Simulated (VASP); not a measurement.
The system is Rb.

```
Rb
1.0
     2.53818   -4.44472    0.00000
     2.53818    4.44472    0.00000
     0.00000    0.00000    8.44800
Rb
2
Direct
  0.83971 0.16029 0.75000
  0.16029 0.83971 0.25000
```

```yaml
Program: VASP 6.6.1
Task: relaxation of cell and atoms
Functional: PBEsol
Potentials_or_basis: VASP PAW PBE potentials, release 64 (Rb_sv)
Cutoff: 600 eV
k_mesh: 10 × 10 × 6
Occupations: gaussian, width 0.1 eV
Spin: no spin polarisation
```

At the start: pressure -0.2 GPa; volume 95.31 Å³/atom.

**Question.** How do energy, volume and symmetry change on relaxing?

**Answer.** Over 10 steps the energy falls by 7.2 meV/atom and the volume is 86.49 Å³/atom (-9.2 %); space group Cmcm (No. 63, to 0.05 Å).

Step by step:
```tsv
step	energy change (eV)	largest force (eV/Å)	pressure (GPa)	volume (Å³)
1	0.0000	0.0041	-0.23	190.61
2	-0.0051	0.0041	-0.19	186.84
3	-0.0123	0.0043	-0.09	179.12
4	-0.0097	0.0045	0.17	164.31
5	-0.0141	0.0044	0.00	173.58
6	-0.0141	0.0044	0.00	173.24
7	-0.0141	0.0044	0.01	172.80
8	-0.0142	0.0045	0.00	172.84
9	-0.0144	0.0040	0.01	172.94
10	-0.0144	0.0040	0.01	172.99
```

Final structure:
```
Rb
1.0
     2.47584   -4.34627    0.00000
     2.47584    4.34627    0.00000
     0.00000    0.00000    8.03801
Rb
2
Cartesian
  2.4758 -2.9499 6.0285
  2.4758 2.9499 2.0095
```

Caveat: the PAW data sets were made with another functional, which shifts forces and pressure a little.
